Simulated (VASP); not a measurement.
Here is a VASP 6.6.1 calculation.

File INCAR:

```
SYSTEM = SiC
PREC = Accurate
ENCUT = 520
EDIFF = 1E-6
ISMEAR = 0
SIGMA = 0.01
LREAL = .FALSE.
LASPH = .TRUE.
NELM = 60
ALGO = Normal
ISIF = 2
LWAVE = .FALSE.
LCHARG = .FALSE.
NBANDS = 21
```

File KPOINTS:

```
Automatic mesh
0
G
  8 8 4
  0 0 0
```

The input POSCAR:

```
SiC
1.0
    3.0611645659      0.0000000000      0.0000000000
   -1.5305822829      2.6510462792      0.0000000000
    0.0000000000      0.0000000000      7.4978300135
Si C
3 3
Direct
    0.0000000000      0.0000000000     -0.0000038999
    0.3333333333      0.6666666667      0.3333294335
    0.6666666667      0.3333333333      0.6666627668
    0.0000000000      0.0000000000      0.2500038999
    0.3333333333      0.6666666667      0.5833372332
    0.6666666667      0.3333333333      0.9166705665
```

Potentials or basis: VASP PAW LDA potentials, release 64 (Si, C).

Command:

```console
$ cat potpaw_LDA.64/Si/POTCAR potpaw_LDA.64/C/POTCAR > POTCAR
$ mpirun -np 1 vasp_std > vasp.out
```

(1) Predict the band gap on the k mesh.

(2) What does it give for the pressure?

Results:

(1) 1.29 eV.

(2) 0.4 GPa.
